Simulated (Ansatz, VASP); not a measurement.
One calculation of Zn3Cd2Se5, two programs

The input INCAR:

```
SYSTEM = Zn3Cd2Se5
  PREC = Accurate
  ENCUT = 520
  EDIFF = 1E-6
  ISMEAR = 0
  SIGMA = 0.1
  LREAL = .False.
  LASPH = .True.
  NELM = 100
  ALGO = Normal
  ISIF = 2
  LWAVE = .False.
  LCHARG = .True.
  GGA = PE
  LELF = .True.
  LVHAR = .True.
  NBANDS = 56
```

The input KPOINTS:

```
regular mesh
0
Gamma
  6 6 6
  0 0 0
```

Contents of POSCAR:

```
Zn3Cd2Se5
1.0
   -2.0203595000      2.0203595000     14.2860990600
    2.0203595000     -2.0203595000     14.2860990600
    2.0203595000      2.0203595000    -14.2860990600
Zn Cd Se
3 2 5
Direct
    0.4000000000      0.4000000000      0.0000000000
    0.0000000000      0.0000000000      0.0000000000
    0.6000000000      0.6000000000      0.0000000000
    0.8000000000      0.8000000000      0.0000000000
    0.2000000000      0.2000000000      0.0000000000
    0.3500000000      0.8500000000      0.5000000000
    0.9500000000      0.4500000000      0.5000000000
    0.5500000000      0.0500000000      0.5000000000
    0.1500000000      0.6500000000      0.5000000000
    0.7500000000      0.2500000000      0.5000000000
```

Input for Ansatz:

```yaml
crystal:
  lattice:
    - [-2.0203595, 2.0203595, 14.28609906]
    - [2.0203595, -2.0203595, 14.28609906]
    - [2.0203595, 2.0203595, -14.28609906]
  atoms:
    - { symbol: Zn, position: [0.4, 0.4, 0.0] }
    - { symbol: Zn, position: [0.0, 0.0, 0.0] }
    - { symbol: Zn, position: [0.6, 0.6, 0.0] }
    - { symbol: Cd, position: [0.8, 0.8, 0.0] }
    - { symbol: Cd, position: [0.2, 0.2, 0.0] }
    - { symbol: Se, position: [0.35, 0.85, 0.5] }
    - { symbol: Se, position: [0.95, 0.45, 0.5] }
    - { symbol: Se, position: [0.55, 0.05, 0.5] }
    - { symbol: Se, position: [0.15, 0.65, 0.5] }
    - { symbol: Se, position: [0.75, 0.25, 0.5] }
basis:
  ecutwfc: 420
kpoints:
  mp_grid: { grid: [6, 6, 6] }
hamiltonian:
  xc: pbe
scf:
  occupations: { method: gaussian, width: 0.1 }
  lower_state_search: "off"
output:
  forces: true
  stress: true
  eigenvalues: true
```

Alike in both runs: task single point; functional PBE; k mesh 6 × 6 × 6; occupations gaussian, width 0.1 eV; no spin polarisation.

```csv
,VASP,Ansatz
version,VASP 6.6.1,Ansatz 0.2.0
potentials or method,"VASP PAW PBE potentials, release 64 (Zn, Cd, Se), cutoff 520 eV","scalar-relativistic, plane waves, PAW"
valence electrons in the cell,90,156
```

|  | VASP | Ansatz | Ansatz less VASP |
| --- | --- | --- | --- |
| gap on the k mesh at the Fermi level (eV) | 1.08 | 1.08 | -0.006 |
| least direct gap on the mesh (eV) | 1.08 | 1.08 | -0.006 |
| pressure (GPa) | 8.4 | 8.0 | -0.42 |
| rms of the force components (eV/Å) | 0.464 | 0.451 | -0.0127 |

Atom by atom the forces differ by 0.013 eV/Å (rms over components). VASP's potentials hold 90 valence electrons a cell and Ansatz's 156, so a difference there can come from the potentials and not from the codes.
